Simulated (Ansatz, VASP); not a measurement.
## YAl3N4 in VASP and in Ansatz

Contents of INCAR:

```
  PREC = Accurate
  ENCUT = 600
  EDIFF = 1E-6
  ISMEAR = 0
  SIGMA = 0.1
  LREAL = F
  LASPH = T
  NELM = 100
  ALGO = Normal
  ISIF = 3
  LWAVE = F
  LCHARG = F
  GGA = PE
  IBRION = 2
  NSW = 90
  EDIFFG = -0.04
```

The input KPOINTS:

```
Automatic mesh
0
Gamma
  6 6 6
```

The input POSCAR:

```
YAl3N4
1.0
   -2.4083401000      2.4083401000      4.8166802000
    2.4083401000     -2.4083401000      4.8166802000
    2.4083401000      2.4083401000     -4.8166802000
Y Al N
1 3 4
Direct
    0.5000000000      0.5000000000      0.0000000000
    0.0000000000      0.0000000000      0.0000000000
    0.2500000000      0.7500000000      0.5000000000
    0.7500000000      0.2500000000      0.5000000000
    0.1250000000      0.1250000000      0.5000000000
    0.3750000000      0.8750000000      0.0000000000
    0.6250000000      0.6250000000      0.5000000000
    0.8750000000      0.3750000000      0.0000000000
```

Input for Ansatz:

```yaml
crystal:
  lattice:
    - [-2.4083401, 2.4083401, 4.8166802]
    - [2.4083401, -2.4083401, 4.8166802]
    - [2.4083401, 2.4083401, -4.8166802]
  atoms:
    - { symbol: "Y", position: [0.5, 0.5, 0.0] }
    - { symbol: Al, position: [0.0, 0.0, 0.0] }
    - { symbol: Al, position: [0.25, 0.75, 0.5] }
    - { symbol: Al, position: [0.75, 0.25, 0.5] }
    - { symbol: "N", position: [0.125, 0.125, 0.5] }
    - { symbol: "N", position: [0.375, 0.875, 0.0] }
    - { symbol: "N", position: [0.625, 0.625, 0.5] }
    - { symbol: "N", position: [0.875, 0.375, 0.0] }
basis:
  ecutwfc: 420
kpoints:
  mp_grid: { grid: [6, 6, 6] }
hamiltonian:
  xc: pbe
scf:
  occupations: { method: gaussian, width: 0.1 }
  lower_state_search: "off"
output:
  forces: true
  stress: true
  eigenvalues: true
relax:
  adjacent_minimum: "off"
  f_tol: 0.04
  max_steps: 70
  cell: { stress_tol: 0.4 }
```

Alike in both runs: task relaxation of cell and atoms; functional PBE; k mesh 6 × 6 × 6; occupations gaussian, width 0.1 eV; no spin polarisation.

```csv
,VASP,Ansatz
version,VASP 6.6.1,Ansatz 0.2.0
potentials or method,"VASP PAW PBE potentials, release 64 (Y_sv, Al, N), cutoff 600 eV","scalar-relativistic, plane waves, PAW"
valence electrons in the cell,40,40
```

|  | VASP | Ansatz | Ansatz less VASP |
| --- | --- | --- | --- |
| gap on the k mesh at the Fermi level, each at its own relaxed structure (eV) | 2.55 | 2.57 | +0.017 |
| relaxed volume (Å³/atom) | 12.27 | 12.30 | +0.036 |
| relaxed cell length with the largest relative difference (Å) | 5.573 | 5.566 | -0.0069 |
